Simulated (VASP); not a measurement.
# AlN (P6_3mc) in VASP: a series of runs

Runs on AlN. Level: LDA. Tasks: single point.

Program: VASP 6.6.1. These are calculated values, not measurements. Logs are shortened: lines on timing, memory, paths and dates and some standing lists are left out, and cuts for length are marked.

### 1 The cell of the first run

Symmetry: P6_3mc, No. 186, hexagonal system. The conventional cell has a = 3.011 Å, b = 3.011 Å, c = 4.820 Å, α = 90.00°, β = 90.00°, γ = 120.00°. Al (site symmetry 3m) has 4 N at 1.83 to 1.84 Å within 2.4 Å. N (site symmetry 3m) has 4 Al at 1.83 to 1.84 Å within 2.4 Å.

### 2 Single point, LDA

The input, INCAR:

```
SYSTEM = AlN
PREC     = Accurate       ! precision mode
ENCUT    = 520            ! plane-wave cutoff, eV
EDIFF    = 1E-7           ! SCF threshold, eV
ISMEAR   = 0              ! smearing method
SIGMA    = 0.05           ! smearing width, eV
LREAL    = .FALSE.        ! projectors in reciprocal space
LASPH    = .TRUE.         ! aspherical terms in the spheres
NELM     = 100            ! most SCF steps
ALGO     = Normal         ! electronic algorithm
ISIF     = 2              ! what is computed and relaxed
LWAVE    = .FALSE.        ! write WAVECAR
LCHARG   = .FALSE.        ! write CHGCAR
NBANDS   = 16             ! bands
```

The input, KPOINTS:

```
regular mesh
0
G
  9 9 6
  0 0 0
```

The input, POSCAR:

```
AlN
1.0
    3.0113999106      0.0000000000      0.0000000000
   -1.5056999553      2.6079488235      0.0000000000
    0.0000000000      0.0000000000      4.8199946833
Al N
2 2
Direct
    0.3333333333      0.6666666667      0.0015210182
    0.6666666667      0.3333333333      0.5015210182
    0.3333333333      0.6666666667      0.3834789818
    0.6666666667      0.3333333333      0.8834789818
```

Potentials or basis: VASP PAW LDA potentials, release 64 (Al, N).

The run is started by

```console
$ cat potpaw_LDA.64/Al/POTCAR potpaw_LDA.64/N/POTCAR > POTCAR
$ mpirun -np 1 vasp_std > vasp.out
```

OUTCAR:

```text
SYSTEM = AlN
   PREC = Accurate
   ENCUT = 520
   EDIFF = 1E-7
   ISMEAR = 0
   LREAL = .FALSE.
   LASPH = .TRUE.
   NELM = 100
   ISIF = 2

 ion  position               nearest neighbor table
   1  0.333  0.667  0.002-   4 1.83   4 1.83   4 1.83   3 1.84   2 2.97   2 2.97   2 2.97   2 2.97
                             2 2.97   2 2.97
   2  0.667  0.333  0.502-   3 1.83   3 1.83   3 1.83   4 1.84   1 2.97   1 2.97   1 2.97   1 2.97
                             1 2.97   1 2.97
   3  0.333  0.667  0.383-   2 1.83   2 1.83   2 1.83   1 1.84
   4  0.667  0.333  0.883-   1 1.83   1 1.83   1 1.83   2 1.84

  LATTYP: Found a hexagonal cell.
 ALAT       =     3.0113999106
 C/A-ratio  =     1.6005827278

  Lattice vectors:

 A1 = (   3.0113999106,   0.0000000000,   0.0000000000)
 A2 = (  -1.5056999553,   2.6079488235,   0.0000000000)
 A3 = (   0.0000000000,   0.0000000000,   4.8199946833)

Analysis of symmetry for initial positions (statically):
=====================================================================
 Subroutine PRICEL returns:
 Original cell was already a primitive cell.

 Routine SETGRP: Setting up the symmetry group for a
 hexagonal supercell.

 Subroutine GETGRP returns: Found 12 space group operations
 (whereof  6 operations were pure point group operations)
 out of a pool of 24 trial point group operations.

The static configuration has the point symmetry C_3v.
 The point group associated with its full space group is C_6v.

Analysis of symmetry for dynamics (positions and initial velocities):
=====================================================================
 Subroutine PRICEL returns:
 Original cell was already a primitive cell.

 Routine SETGRP: Setting up the symmetry group for a
 hexagonal supercell.

 Subroutine GETGRP returns: Found 12 space group operations
 (whereof  6 operations were pure point group operations)
 out of a pool of 24 trial point group operations.

The dynamic configuration has the point symmetry C_3v.
 The point group associated with its full space group is C_6v.

 Subroutine INISYM returns: Found 12 space group operations
 (whereof  6 operations are pure point group operations),
 and found     1 'primitive' translations

----------------------------------------------------------------------------------------

                                     Primitive cell

  volume of cell :      37.8542

  direct lattice vectors                    reciprocal lattice vectors
     3.011399911  0.000000000  0.000000000     0.332071472  0.191721554  0.000000000
    -1.505699955  2.607948824  0.000000000     0.000000000  0.383443107  0.000000000
     0.000000000  0.000000000  4.819994683     0.000000000  0.000000000  0.207469109

  length of vectors
     3.011399911  3.011399911  4.819994683     0.383443107  0.383443107  0.207469109

  position of ions in fractional coordinates (direct lattice)
     0.333333333  0.666666667  0.001521018
     0.666666667  0.333333333  0.501521018
     0.333333333  0.666666667  0.383478982
     0.666666667  0.333333333  0.883478982

  ion indices of the primitive-cell ions
   primitive index   ion index
                 1           1
                 2           2
                 3           3
                 4           4

----------------------------------------------------------------------------------------

 KPOINTS: regular mesh

Automatic generation of k-mesh.
 Grid dimensions read from file:
 generate k-points for:    9    9    6

 Generating k-lattice:

  Cartesian coordinates                     Fractional coordinates (reciprocal lattice)
     0.036896830  0.021302395  0.000000000     0.111111111  0.000000000  0.000000000
     0.000000000  0.042604790  0.000000000     0.000000000  0.111111111  0.000000000
     0.000000000  0.000000000  0.034578185     0.000000000  0.000000000  0.166666667

  Length of vectors
     0.042604790  0.042604790  0.034578185

  Shift w.r.t. Gamma in fractional coordinates (k-lattice)
     0.000000000  0.000000000  0.000000000

 Subroutine IBZKPT returns following result:
 ===========================================

 Found     48 irreducible k-points:

 Following reciprocal coordinates:
            Coordinates               Weight
  0.000000  0.000000  0.000000      1.000000
  0.111111  0.000000  0.000000      6.000000
  0.222222  0.000000  0.000000      6.000000
  0.333333  0.000000  0.000000      6.000000
  0.444444  0.000000  0.000000      6.000000
  0.111111  0.111111  0.000000      6.000000
[... 16 lines left out ...]
  0.333333  0.222222  0.166667     24.000000
  0.333333  0.333333  0.166667      4.000000
 [... further k-points ...]
   k-points           NKPTS =     48   k-points in BZ     NKDIM =     48   number of bands    NBANDS=     16
   number of dos      NEDOS =    301   number of ions     NIONS =      4
   total plane-waves  NPLWV =  20736
   dimension x,y,z NGX =    24 NGY =   24 NGZ =   36
   dimension x,y,z NGXF=    48 NGYF=   48 NGZF=   72
   ions per type =               2   2
   NGX,Y,Z   is equivalent  to a cutoff of  13.25, 13.25, 12.42 a.u.
   NGXF,Y,Z  is equivalent  to a cutoff of  26.50, 26.50, 24.83 a.u.
 SYSTEM =  AlN
   PREC   = accura    normal or accurate (medium, high low for compatibility)
   ISTART =      0    job   : 0-new  1-cont  2-samecut
   ICHARG =      2    charge: 1-file 2-atom 10-const
   ISPIN  =      1    spin polarized calculation?
   LNONCOLLINEAR =      F non collinear calculations
   LSORBIT =      F    spin-orbit coupling
   LASPH  =      T    aspherical Exc in radial PAW
   ENCUT  =  520.0 eV  38.22 Ry    6.18 a.u.   5.60  5.60  8.96*2*pi/ulx,y,z
   NELM   =    100;   NELMIN=  2; NELMDL= -5     # of ELM steps
   EDIFF  = 0.1E-06   stopping-criterion for ELM
   LREAL  =      F    real-space projection
   EDIFFG = 0.1E-05   stopping-criterion for IOM
   NSW    =      0    number of steps for IOM
   IBRION =     -1    ionic relax: 0-MD 1-quasi-New 2-CG
   NFREE  =      0    steps in history (QN), initial steepest desc. (CG)
   ISIF   =      2    stress and relaxation
   ISYM   =      2    0-nonsym 1-usesym 2-fastsym
   POTIM  = 0.5000    time-step for ionic-motion
   TEBEG  =    0.0;   TEEND  =   0.0 temperature during run
   PSTRESS=    0.0 pullay stress
   NELECT =      16.0000    total number of electrons
   NUPDOWN=      -1.0000    fix difference up-down
   EMIN   =  10.00;   EMAX   =-10.00  energy-range for DOS
   EFERMI =   0.00;   METHOD = LEGACY
   ISMEAR =     0;   SIGMA  =   0.05  broadening in eV -4-tet -1-fermi 0-gaus
   EFERMI_NEDOS =   21; number of points for ismear=-14 and -15
   IALGO  =     38    algorithm
   IMIX   =      4    mixing-type and parameters
     AMIX     =   0.40;   BMIX     =  1.00
     AMIX_MAG =   1.60;   BMIX_MAG =  1.00
  volume/ion in A,a.u.               =       9.46        63.86
  Fermi-wavevector in a.u.,A,eV,Ry     =   1.228599  2.321715 20.537387  1.509455
  Thomas-Fermi vector in A             =   2.363518
   LORBIT       =      0    0 simple, 1 ext, 2 COOP (PROOUT), +10 PAW based schemes
   GGA     = CA    functional components
   LHFCALC =     F    Hartree Fock is set to
   AEXX    =    0.0000 exact exchange contribution
   IVDW    =     0    specifies the selected vdW correction
   LEPSILON=     F    determine dielectric tensor
   LRPA    =     F    only Hartree local field effects (RPA)
 non-spin polarized calculation
 Gauss-broadening in eV      SIGMA  =   0.05
  energy-cutoff  :      520.00
  volume of cell :       37.85
 maximum number of plane-waves:      1038
 NGX is ok and might be reduce to    24
   NGX = 11   NGY = 11   NGZ = 17

 number of electron      15.9999997 magnetization

 Free energy of the ion-electron system (eV)
  ---------------------------------------------------
  ext. energy  EPLUGINS =         0.00000000
  ---------------------------------------------------
  free energy    TOTEN  =       -32.66173764 eV

  energy without entropy =      -32.66173764  energy(sigma->0) =      -32.66173764

 E-fermi :   7.1800     XC(G=0): -11.6804

 val. band max:        6.8847729370   @ k =   0.0000   0.0000   0.0000
 cond. band min:      11.8062527108   @ k =   0.3333   0.3333   0.0000
 fundamental gap:      4.9214797737
 Fermi energy:         7.1799629001

 k-point     1 :       0.0000    0.0000    0.0000
  band No.  band energies     occupation
      1      -8.7698      2.00000
      2      -6.2229      2.00000
      3       0.3713      2.00000
      4       5.9621      2.00000
      5       5.9621      2.00000
      6       6.6382      2.00000
[... 8 lines left out ...]
     15      20.7551      0.00000
     16      20.7578      0.00000

 k-point     2 :       0.1111    0.0000    0.0000
  band No.  band energies     occupation
      1      -8.5910      2.00000
      2      -6.1194      2.00000
      3       0.5737      2.00000
      4       5.2139      2.00000
      5       5.7436      2.00000
      6       5.9752      2.00000
[... 8 lines left out ...]
     15      20.5075      0.00000
     16      20.6592      0.00000

 k-point     3 :       0.2222    0.0000    0.0000
  band No.  band energies     occupation
      1      -8.0798      2.00000
      2      -5.8569      2.00000
      3       1.1618      2.00000
      4       3.6055      2.00000
      5       4.6696      2.00000
      6       5.3026      2.00000
[... 8 lines left out ...]
     15      19.8830      0.00000
     16      20.3730      0.00000

 k-point     4 :       0.3333    0.0000    0.0000
  band No.  band energies     occupation
      1      -7.3302      2.00000
      2      -5.6006      2.00000
      3       2.0099      2.00000
      4       2.1080      2.00000
      5       3.3895      2.00000
      6       4.8967      2.00000
[... 8 lines left out ...]
     15      19.8659      0.00000
     16      22.0508      0.00000
[... 324 lines left out ...]
 k-point    22 :       0.2222    0.2222    0.1667
  band No.  band energies     occupation
      1      -6.8473      2.00000
      2      -5.6186      2.00000
      3       1.9430      2.00000
      4       2.2090      2.00000
      5       3.5592      2.00000
      6       4.0519      2.00000
[... 8 lines left out ...]
     15      19.9656      0.00000
     16      22.7204      0.00000

 k-point    23 :       0.3333    0.2222    0.1667
  band No.  band energies     occupation
      1      -6.2129      2.00000
      2      -5.6083      2.00000
      3       1.4617      2.00000
      4       2.2672      2.00000
      5       3.1164      2.00000
      6       4.2061      2.00000
[... 8 lines left out ...]
     15      20.3060      0.00000
     16      22.7042      0.00000

 k-point    24 :       0.3333    0.3333    0.1667
  band No.  band energies     occupation
      1      -5.7945      2.00000
      2      -5.7945      2.00000
      3       1.6788      2.00000
      4       2.4694      2.00000
      5       2.4694      2.00000
      6       3.8965      2.00000
[... 8 lines left out ...]
     15      20.4307      0.00000
     16      23.1083      0.00000

 [... further k-points ...]
[... 5 lines left out ...]
  --------------------------------------------------------------------------------------
  -------------------------------------------------------------------------------------
  Total        4.7233778      4.7233778      4.3944062      0.0000000      0.0000000      0.0000000
  in kB      199.9167615    199.9167615    185.9930520      0.0000000      0.0000000      0.0000000
  external PRESSURE =     195.2755250 kB  Pullay stress =       0.0000000 kB

 VOLUME and BASIS-vectors are now :
 -----------------------------------------------------------------------------
  energy-cutoff  :      520.00
  volume of cell :       37.85
      direct lattice vectors                 reciprocal lattice vectors
     3.011399911  0.000000000  0.000000000     0.332071472  0.191721554  0.000000000
    -1.505699955  2.607948824  0.000000000     0.000000000  0.383443107  0.000000000
     0.000000000  0.000000000  4.819994683     0.000000000  0.000000000  0.207469109

 POSITION                                       TOTAL-FORCE (eV/Angst)
 -----------------------------------------------------------------------------------
     -0.00000      1.73863      0.00733         0.000000      0.000000     -0.036048
      1.50570      0.86932      2.41733         0.000000     -0.000000     -0.036048
     -0.00000      1.73863      1.84837         0.000000      0.000000      0.036048
      1.50570      0.86932      4.25836        -0.000000      0.000000      0.036048
 -----------------------------------------------------------------------------------
    total drift:                               -0.000000     -0.000000      0.001007

  FREE ENERGIE OF THE ION-ELECTRON SYSTEM (eV)
  ---------------------------------------------------
  free  energy   TOTEN  =       -32.6617376356 eV

  energy  without entropy=      -32.6617376356  energy(sigma->0) =      -32.66173764
```

Run time: 8.4 s. Hardware: 1 thread of Intel Xeon 6975P-C (Granite Rapids), shared host; peak memory 0.14 GiB.

What came out:

- Free energy: -32.6617 eV
- Pressure: 19.5 GPa
- Largest force: 0.036 eV/Å
- Band gap on the k mesh: 4.92 eV, indirect (least direct gap 5.12 eV)

Forces on the atoms (eV/Å):
```
Al   0.000  0.000 -0.036
Al   0.000  0.000 -0.036
N    0.000  0.000  0.036
N    0.000  0.000  0.036
```

### 3 Single point, LDA

This run uses another cell than the first one, of 9.71 Å³/atom, 1.026 times its volume.

The input, INCAR:

```
SYSTEM = AlN
PREC     = Accurate       ! precision mode
ENCUT    = 520            ! plane-wave cutoff, eV
EDIFF    = 1E-6           ! SCF threshold, eV
ISMEAR   = 0              ! smearing method
SIGMA    = 0.05           ! smearing width, eV
LREAL    = .FALSE.        ! projectors in reciprocal space
LASPH    = .TRUE.         ! aspherical terms in the spheres
NELM     = 60             ! most SCF steps
ALGO     = Normal         ! electronic algorithm
ISIF     = 2              ! what is computed and relaxed
LWAVE    = .FALSE.        ! write WAVECAR
LCHARG   = .TRUE.         ! write CHGCAR
GGA      = CA             ! functional
LELF     = .TRUE.         ! ELF
LVHAR    = .TRUE.       
NBANDS   = 16             ! bands
```

KPOINTS is that of step 2.

The input, POSCAR:

```
AlN
1.0
    3.0370354175      0.0000000000      0.0000000000
   -1.5185177088      2.6301498238      0.0000000000
    0.0000000000      0.0000000000      4.8610264329
Al N
2 2
Direct
    0.3333333333      0.6666666667      0.0015210182
    0.6666666667      0.3333333333      0.5015210182
    0.3333333333      0.6666666667      0.3834789818
    0.6666666667      0.3333333333      0.8834789818
```

Potentials or basis: VASP PAW LDA potentials, release 64 (Al, N).

The run is started by

```console
$ cat potpaw_LDA.64/Al/POTCAR potpaw_LDA.64/N/POTCAR > POTCAR
$ mpirun -np 1 vasp_std > vasp.out
```

OUTCAR:

```text
SYSTEM = AlN
   PREC = Accurate
   ENCUT = 520
   EDIFF = 1E-6
   ISMEAR = 0
   LREAL = .FALSE.
   LASPH = .TRUE.
   NELM = 60
   ISIF = 2
   GGA = CA

 ion  position               nearest neighbor table
   1  0.333  0.667  0.002-   4 1.84   4 1.84   4 1.84   3 1.86   2 3.00   2 3.00   2 3.00   2 3.00
                             2 3.00   2 3.00
   2  0.667  0.333  0.502-   3 1.84   3 1.84   3 1.84   4 1.86   1 3.00   1 3.00   1 3.00   1 3.00
                             1 3.00   1 3.00
   3  0.333  0.667  0.383-   2 1.84   2 1.84   2 1.84   1 1.86
   4  0.667  0.333  0.883-   1 1.84   1 1.84   1 1.84   2 1.86

[... 661 lines left out ...]
  -------------------------------------------------------------------------------------
  Total        3.1202553      3.1202553      2.9040967     -0.0000000      0.0000000     -0.0000000
  in kB      128.7485592    128.7485592    119.8293850     -0.0000000      0.0000000     -0.0000000
  external PRESSURE =     125.7755012 kB  Pullay stress =       0.0000000 kB

 VOLUME and BASIS-vectors are now :
 -----------------------------------------------------------------------------
  energy-cutoff  :      520.00
  volume of cell :       38.83
      direct lattice vectors                 reciprocal lattice vectors
     3.037035417  0.000000000  0.000000000     0.329268468  0.190103239  0.000000000
    -1.518517709  2.630149824  0.000000000     0.000000000  0.380206478  0.000000000
     0.000000000  0.000000000  4.861026433     0.000000000  0.000000000  0.205717869

 POSITION                                       TOTAL-FORCE (eV/Angst)
 -----------------------------------------------------------------------------------
     -0.00000      1.75343      0.00739        -0.000000     -0.000000     -0.023525
      1.51852      0.87672      2.43791         0.000000     -0.000000     -0.023525
     -0.00000      1.75343      1.86410         0.000000      0.000000      0.023525
      1.51852      0.87672      4.29461        -0.000000     -0.000000      0.023525
 -----------------------------------------------------------------------------------
    total drift:                               -0.000000     -0.000000      0.000122

  FREE ENERGIE OF THE ION-ELECTRON SYSTEM (eV)
  ---------------------------------------------------
  free  energy   TOTEN  =       -32.7596779665 eV

  energy  without entropy=      -32.7596779665  energy(sigma->0) =      -32.75967797
```

Run time: 8.3 s. Hardware: 1 thread of Intel Xeon 6975P-C (Granite Rapids), shared host; peak memory 0.14 GiB.

Results:

* Free energy: -32.7597 eV
* Pressure: 12.6 GPa
* Largest force: 0.024 eV/Å
* Band gap on the k mesh: 4.88 eV, direct

Forces in eV/Å, atoms in the order of the input:
```
Al   0.000  0.000 -0.024
Al   0.000  0.000 -0.024
N    0.000  0.000  0.024
N    0.000  0.000  0.024
```

A k mesh can miss the band edges.
